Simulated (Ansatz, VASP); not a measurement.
One calculation of BaTiO3, two programs

```
Ba Ti O
1.0
     2.82767    1.63255    2.31773
    -2.82767    1.63255    2.31773
     0.00000   -3.26511    2.31773
Ba Ti O
1 1 3
Direct
  0.03347 0.98847 0.00184
  0.50610 0.52748 0.53723
  0.48625 0.49715 0.97115
  0.47409 0.98642 0.47201
  0.97879 0.47918 0.49647
```

Alike in both runs: functional PBEsol; k mesh 7 × 7 × 7; occupations fermi-dirac, width 0.05 eV; no spin polarisation.

```csv
,VASP,Ansatz
version,VASP 6.6.1,Ansatz 0.2.0
potentials or method,"VASP PAW PBE potentials, release 64 (Ba_sv, Ti_sv, O)",Ansatz PAW
plane-wave cutoff (eV),520,420
valence electrons in the cell,40,40
task,single point,band structure
```

Ansatz gave:

| Property | Result |
| --- | --- |
| gap on the k mesh at the Fermi level (eV) | 2.74 |
| least direct gap on the mesh (eV) | 3.28 |
| pressure (GPa) | 3.2 |
| traceless stress, the component that is largest in VASP (GPa) | -4.45 |
| rms of the force components (eV/Å) | 0.732 |

Q: What did VASP give for the same quantities?

A: gap on the k mesh at the Fermi level (eV): 2.71; least direct gap on the mesh (eV): 3.26; pressure (GPa): 5.2; traceless stress, the component that is largest in VASP (GPa): -4.66; rms of the force components (eV/Å): 0.788.

VASP's potentials were made for PBE, not for PBEsol. Atom by atom the forces differ by 0.067 eV/Å (rms over components).

Neither program's run includes spin-orbit coupling. Noted on Ansatz's run: the k mesh misses the band edges, so the gap on the mesh is wider than the one along the path.
